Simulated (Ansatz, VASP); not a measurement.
**Two plane-wave programs on Al2O3**

```
CELL_PARAMETERS angstrom
2.40409 1.38800 4.37376
-2.40409 1.38800 4.37376
0.00000 -2.77600 4.37376
ATOMIC_POSITIONS crystal
Al 0.85213 0.85213 0.85213
Al 0.64787 0.64787 0.64787
Al 0.14787 0.14787 0.14787
Al 0.35213 0.35213 0.35213
O 0.05616 0.44384 0.75000
O 0.75000 0.05616 0.44384
O 0.44384 0.75000 0.05616
O 0.94384 0.55616 0.25000
O 0.25000 0.94384 0.55616
O 0.55616 0.25000 0.94384
```

Alike in both runs: task single point; functional PBE; k mesh 6 × 6 × 6; occupations gaussian, width 0.05 eV; no spin polarisation.

```csv
,VASP,Ansatz
version,VASP 6.6.1,Ansatz 0.2.0
potentials or method,"VASP PAW PBE potentials, release 64 (Al, O), cutoff 520 eV","scalar-relativistic, plane waves, PAW"
valence electrons in the cell,48,48
```

```csv
,VASP,Ansatz,Ansatz less VASP
gap on the k mesh at the Fermi level (eV),5.85,5.86,+0.006
least direct gap on the mesh (eV),5.85,5.86,+0.006
pressure (GPa),0.0,0.0,+0.04
rms of the force components (eV/Å),0.003,0.000,-0.0030
```

Atom by atom the forces differ by 0.003 eV/Å (rms over components).
